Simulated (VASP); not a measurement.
Na7Bi, 8 atoms in the cell. The typed cell holds 8 atoms: a = 7.234 Å, b = 7.191 Å, c = 7.185 Å, α = 60.52°, β = 59.85°, γ = 59.70°. 

- Program: VASP 6.6.1
- Task: single point
- Functional: PBE
- Potentials or basis: VASP PAW PBE potentials, release 64 (Na_pv, Bi_d)
- Cutoff: 520 eV
- k mesh: 4 × 4 × 4
- Occupations: gaussian, width 0.2 eV
- Spin: no spin polarisation
- Dipole correction: no
- Further INCAR settings: ALGO = Fast; EDIFF = 1e-06; NBANDS = 42

Potentials or basis: VASP PAW PBE potentials, release 64 (Na_pv, Bi_d).

The run is started by

```bash
$ cat potpaw_PBE.64/Na_pv/POTCAR potpaw_PBE.64/Bi_d/POTCAR > POTCAR
$ mpirun -np 1 vasp_std > vasp.out
```

Hardware: 1 thread of Intel(R) Xeon(R) Platinum 8259CL CPU @ 2.50GHz (Skylake/Cascade Lake), on a shared host.

Question: How long does it take, and how much memory?

Answer: Wall time 7.9 min on 1 thread of Intel(R) Xeon(R) Platinum 8259CL CPU @ 2.50GHz (Skylake/Cascade Lake), with other jobs on the host, peak memory 0.57 GiB. Counts: scf iterations 14, k points 36.
